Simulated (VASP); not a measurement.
# MnC5 (F-43m) in VASP: further runs

The runs below take MnC5 through single point, relaxation of cell and atoms, with PBE.

Everything below comes from runs of VASP 6.6.1. Logs are shortened: lines on timing, memory, paths and dates and some standing lists are left out, and cuts for length are marked.

## (1) The cell of the first run

The structure is cubic, space group F-43m (No. 216). Conventional cell: a = 5.905 Å, b = 5.905 Å, c = 5.905 Å, α = 90.00°, β = 90.00°, γ = 90.00°. Mn (site symmetry -43m) has 16 C at 2.53 to 2.56 Å within 3.3 Å. C (site symmetry -43m) has 12 C at 2.41 Å and 4 Mn at 2.56 Å within 3.2 Å. C (site symmetry 3m) has 3 C at 1.55 Å within 2.1 Å.

The cell was built from a structure type or drawn by symmetry, and may not be a known phase.

## (2) Single point, PBE, collinear spin, ferromagnetic start

Input file INCAR:

```
SYSTEM = MnC5
PREC = Accurate ; ENCUT = 520
EDIFF = 1E-7 ; ISMEAR = 0
SIGMA = 0.1 ; LREAL = .False.
LASPH = .True. ; NELM = 150
ALGO = Normal ; ISIF = 2
LWAVE = .False. ; LCHARG = .True.
ISPIN = 2 ; MAGMOM = 4 0 0 0 0 0
LORBIT = 11 ; LMAXMIX = 4
GGA = PE ; LELF = .True.
LVHAR = .True. ; NBANDS = 30
```

Input file KPOINTS:

```
regular mesh
0
Gamma
  4 4 4
  0 0 0
```

Input file POSCAR:

```
MnC5
1.0
    0.0000000000      2.9522614403      2.9522614403
    2.9522614403      0.0000000000      2.9522614403
    2.9522614403      2.9522614403      0.0000000000
Mn C
1 5
Direct
    0.0000000000      0.0000000000      0.0000000000
    0.7500000000      0.7500000000      0.7500000000
    0.4069167640      0.4069167640      0.7792497081
    0.4069167640      0.7792497081      0.4069167640
    0.7792497081      0.4069167640      0.4069167640
    0.4069167640      0.4069167640      0.4069167640
```

Potentials or basis: VASP PAW PBE potentials, release 64 (Mn_pv, C).

Run with:

```bash
$ cat potpaw_PBE.64/Mn_pv/POTCAR potpaw_PBE.64/C/POTCAR > POTCAR
$ mpirun -np 1 vasp_std > vasp.out
```

OUTCAR:

```text
SYSTEM = MnC5
   PREC = Accurate
   ENCUT = 520
   EDIFF = 1E-7
   ISMEAR = 0
   LREAL = .False.
   LASPH = .True.
   NELM = 150
   ISIF = 2
   ISPIN = 2
   LORBIT = 11
   GGA = PE

 ion  position               nearest neighbor table
   1  0.000  0.000  0.000-   4 2.53   5 2.53   3 2.53   5 2.53   3 2.53   4 2.53   6 2.53   6 2.53
                             6 2.53   3 2.53   4 2.53   5 2.53   2 2.56   2 2.56   2 2.56   2 2.56
   2  0.750  0.750  0.750-   1 2.56   1 2.56   1 2.56   1 2.56
   3  0.407  0.407  0.779-   4 1.55   5 1.55   6 1.55   1 2.53   1 2.53   1 2.53
   4  0.407  0.779  0.407-   3 1.55   5 1.55   6 1.55   1 2.53   1 2.53   1 2.53
   5  0.779  0.407  0.407-   3 1.55   4 1.55   6 1.55   1 2.53   1 2.53   1 2.53
   6  0.407  0.407  0.407-   3 1.55   4 1.55   5 1.55   1 2.53   1 2.53   1 2.53

  LATTYP: Found a face centered cubic cell.
 ALAT       =     5.9045228806

  Lattice vectors:

 A1 = (   0.0000000000,   2.9522614403,   2.9522614403)
 A2 = (   2.9522614403,   0.0000000000,   2.9522614403)
 A3 = (   2.9522614403,   2.9522614403,   0.0000000000)

Analysis of symmetry for initial positions (statically):
=====================================================================
 Subroutine PRICEL returns:
 Original cell was already a primitive cell.

 Routine SETGRP: Setting up the symmetry group for a
 face centered cubic supercell.

 Subroutine GETGRP returns: Found 24 space group operations
 (whereof 24 operations were pure point group operations)
 out of a pool of 48 trial point group operations.

The static configuration has the point symmetry T_d .

Analysis of symmetry for dynamics (positions and initial velocities):
=====================================================================
 Subroutine PRICEL returns:
 Original cell was already a primitive cell.

 Routine SETGRP: Setting up the symmetry group for a
 face centered cubic supercell.

 Subroutine GETGRP returns: Found 24 space group operations
 (whereof 24 operations were pure point group operations)
 out of a pool of 48 trial point group operations.

The dynamic configuration has the point symmetry T_d .

Analysis of structural, dynamic, and magnetic symmetry:
=====================================================================
 Subroutine PRICEL returns:
 Original cell was already a primitive cell.

 Routine SETGRP: Setting up the symmetry group for a
 face centered cubic supercell.

 Subroutine GETGRP returns: Found 24 space group operations
 (whereof 24 operations were pure point group operations)
 out of a pool of 48 trial point group operations.

The overall configuration has the point symmetry T_d .

 Subroutine INISYM returns: Found 24 space group operations
 (whereof 24 operations are pure point group operations),
 and found     1 'primitive' translations

----------------------------------------------------------------------------------------

                                     Primitive cell

  volume of cell :      51.4629

  direct lattice vectors                    reciprocal lattice vectors
     0.000000000  2.952261440  2.952261440    -0.169361694  0.169361694  0.169361694
     2.952261440  0.000000000  2.952261440     0.169361694 -0.169361694  0.169361694
     2.952261440  2.952261440  0.000000000     0.169361694  0.169361694 -0.169361694

  length of vectors
     4.175128169  4.175128169  4.175128169     0.293343060  0.293343060  0.293343060

  position of ions in fractional coordinates (direct lattice)
     0.000000000  0.000000000  0.000000000
     0.750000000  0.750000000  0.750000000
     0.406916764  0.406916764  0.779249708
     0.406916764  0.779249708  0.406916764
     0.779249708  0.406916764  0.406916764
     0.406916764  0.406916764  0.406916764

  ion indices of the primitive-cell ions
   primitive index   ion index
                 1           1
                 2           2
                 3           3
                 4           4
                 5           5
                 6           6

----------------------------------------------------------------------------------------

 KPOINTS: regular mesh
[... 31 lines left out ...]
  0.500000  0.500000  0.000000      3.000000
 -0.250000  0.500000  0.250000      6.000000
   k-points           NKPTS =      8   k-points in BZ     NKDIM =      8   number of bands    NBANDS=     30
   number of dos      NEDOS =    301   number of ions     NIONS =      6
   total plane-waves  NPLWV =  32768
   dimension x,y,z NGX =    32 NGY =   32 NGZ =   32
   dimension x,y,z NGXF=    64 NGYF=   64 NGZF=   64
   ions per type =               1   5
   NGX,Y,Z   is equivalent  to a cutoff of  12.74, 12.74, 12.74 a.u.
   NGXF,Y,Z  is equivalent  to a cutoff of  25.48, 25.48, 25.48 a.u.
 SYSTEM =  MnC5
   PREC   = accura    normal or accurate (medium, high low for compatibility)
   ISTART =      0    job   : 0-new  1-cont  2-samecut
   ICHARG =      2    charge: 1-file 2-atom 10-const
   ISPIN  =      2    spin polarized calculation?
   LNONCOLLINEAR =      F non collinear calculations
   LSORBIT =      F    spin-orbit coupling
   LASPH  =      T    aspherical Exc in radial PAW
   ENCUT  =  520.0 eV  38.22 Ry    6.18 a.u.   7.76  7.76  7.76*2*pi/ulx,y,z
   NELM   =    150;   NELMIN=  2; NELMDL= -5     # of ELM steps
   EDIFF  = 0.1E-06   stopping-criterion for ELM
   LREAL  =      F    real-space projection
   EDIFFG = 0.1E-05   stopping-criterion for IOM
   NSW    =      0    number of steps for IOM
   IBRION =     -1    ionic relax: 0-MD 1-quasi-New 2-CG
   NFREE  =      0    steps in history (QN), initial steepest desc. (CG)
   ISIF   =      2    stress and relaxation
   ISYM   =      2    0-nonsym 1-usesym 2-fastsym
   POTIM  = 0.5000    time-step for ionic-motion
   TEBEG  =    0.0;   TEEND  =   0.0 temperature during run
   PSTRESS=    0.0 pullay stress
   NELECT =      33.0000    total number of electrons
   NUPDOWN=      -1.0000    fix difference up-down
   EMIN   =  10.00;   EMAX   =-10.00  energy-range for DOS
   EFERMI =   0.00;   METHOD = LEGACY
   ISMEAR =     0;   SIGMA  =   0.10  broadening in eV -4-tet -1-fermi 0-gaus
   EFERMI_NEDOS =   21; number of points for ismear=-14 and -15
   IALGO  =     38    algorithm
   IMIX   =      4    mixing-type and parameters
     AMIX     =   0.40;   BMIX     =  1.00
     AMIX_MAG =   1.60;   BMIX_MAG =  1.00
  volume/ion in A,a.u.               =       8.58        57.88
  Fermi-wavevector in a.u.,A,eV,Ry     =   1.411718  2.667760 27.115706  1.992948
  Thomas-Fermi vector in A             =   2.533541
   LORBIT       =     11    0 simple, 1 ext, 2 COOP (PROOUT), +10 PAW based schemes
   GGA     = PE    functional components
   LHFCALC =     F    Hartree Fock is set to
   AEXX    =    0.0000 exact exchange contribution
   IVDW    =     0    specifies the selected vdW correction
   LEPSILON=     F    determine dielectric tensor
   LRPA    =     F    only Hartree local field effects (RPA)
 spin polarized calculation
 Gauss-broadening in eV      SIGMA  =   0.10
  energy-cutoff  :      520.00
  volume of cell :       51.46
 maximum number of plane-waves:      1411
   NGX = 15   NGY = 15   NGZ = 15

 number of electron      32.9999999 magnetization      -0.0007153

 number of electron      32.9999999 magnetization       0.0004481

 Free energy of the ion-electron system (eV)
  ---------------------------------------------------
  ext. energy  EPLUGINS =         0.00000000
  ---------------------------------------------------
  free energy    TOTEN  =       -36.60782430 eV

  energy without entropy =      -36.59231014  energy(sigma->0) =      -36.60006722

 E-fermi :   6.6123     XC(G=0): -12.2447

 val. band max:        6.5856335013   @ k =   0.2500   0.2500   0.0000
 cond. band min:       6.7395000127   @ k =  -0.2500   0.5000   0.2500
 fundamental gap:      0.1538665115
 Fermi energy:         6.6122577400

 spin component 1

 k-point     1 :       0.0000    0.0000    0.0000
  band No.  band energies     occupation
      1     -41.6496      1.00000
      2     -41.6496      1.00000
      3     -41.6496      1.00000
      4     -14.3314      1.00000
      5      -4.1341      1.00000
      6      -2.3508      1.00000
[... 237 lines left out ...]
     27      15.8968      0.00000
     28      17.2736      0.00000
 Fermi energy:         6.6122577400

 spin component 2

 k-point     1 :       0.0000    0.0000    0.0000
  band No.  band energies     occupation
      1     -41.6488      1.00000
      2     -41.6488      1.00000
      3     -41.6488      1.00000
      4     -14.3314      1.00000
      5      -4.1343      1.00000
      6      -2.3508      1.00000
[... 237 lines left out ...]
     27      15.8969      0.00000
     28      17.2736      0.00000
 [bands above 28 left out]

------------------------ aborting loop because EDIFF is reached ----------------------------------------

  FORCE on cell =-STRESS in cart. coord.  units (eV):
  Direction    XX          YY          ZZ          XY          YZ          ZX
  --------------------------------------------------------------------------------------
  -------------------------------------------------------------------------------------
  Total       -4.1073523     -4.1073523     -4.1073523      0.0000000      0.0000000      0.0000000
  in kB     -127.8727764   -127.8727764   -127.8727764      0.0000000      0.0000000      0.0000000
  external PRESSURE =    -127.8727764 kB  Pullay stress =       0.0000000 kB

 VOLUME and BASIS-vectors are now :
 -----------------------------------------------------------------------------
  energy-cutoff  :      520.00
  volume of cell :       51.46
      direct lattice vectors                 reciprocal lattice vectors
     0.000000000  2.952261440  2.952261440    -0.169361694  0.169361694  0.169361694
     2.952261440  0.000000000  2.952261440     0.169361694 -0.169361694  0.169361694
     2.952261440  2.952261440  0.000000000     0.169361694  0.169361694 -0.169361694

 POSITION                                       TOTAL-FORCE (eV/Angst)
 -----------------------------------------------------------------------------------
      0.00000      0.00000      0.00000         0.000000      0.000000      0.000000
      4.42839      4.42839      4.42839         0.000000      0.000000      0.000000
      3.50187      3.50187      2.40265         0.236778      0.236778     -0.236778
      3.50187      2.40265      3.50187         0.236778     -0.236778      0.236778
      2.40265      3.50187      3.50187        -0.236778      0.236778      0.236778
      2.40265      2.40265      2.40265        -0.236778     -0.236778     -0.236778
 -----------------------------------------------------------------------------------
    total drift:                               -0.000000     -0.000000      0.000000

  FREE ENERGIE OF THE ION-ELECTRON SYSTEM (eV)
  ---------------------------------------------------
  free  energy   TOTEN  =       -36.6078243021 eV

  energy  without entropy=      -36.5923101418  energy(sigma->0) =      -36.60006722

 total charge

# of ion       s       p       d       tot
------------------------------------------
    1        0.179   6.160   5.007  11.346
    2        1.087   0.956   0.000   2.043
    3        0.901   1.446   0.000   2.348
    4        0.901   1.446   0.000   2.348
    5        0.901   1.446   0.000   2.348
    6        0.901   1.446   0.000   2.348
--------------------------------------------------
tot          4.871  12.901   5.007  22.779

 magnetization (x)

# of ion       s       p       d       tot
------------------------------------------
    1        0.000  -0.000   0.001   0.001
    2       -0.000  -0.000   0.000  -0.000
    3       -0.000  -0.000   0.000  -0.000
    4       -0.000  -0.000   0.000  -0.000
    5       -0.000  -0.000   0.000  -0.000
    6       -0.000  -0.000   0.000  -0.000
--------------------------------------------------
tot         -0.000  -0.000   0.001   0.001
```

Wall time 1.7 min (1 thread of AMD EPYC 7R43 (Zen 3), shared host); peak memory 0.17 GiB.

Results:

| Property | Result |
| --- | --- |
| Free energy | -36.6078 eV |
| Pressure | -12.8 GPa |
| Largest force | 0.410 eV/Å |
| Net moment | 0.00 μB per cell |
| Valence electrons inside the program's atomic spheres | Mn 11.35; C 2.04, 2.35 (each value once) |

Forces on the atoms (eV/Å):
```
Mn   0.000  0.000  0.000
C    0.000  0.000  0.000
C    0.237  0.237 -0.237
C    0.237 -0.237  0.237
C   -0.237  0.237  0.237
C   -0.237 -0.237 -0.237
```

Caveat: the k points lie up to 0.46 Å⁻¹ apart.

(Continued in part 2 of 2.)
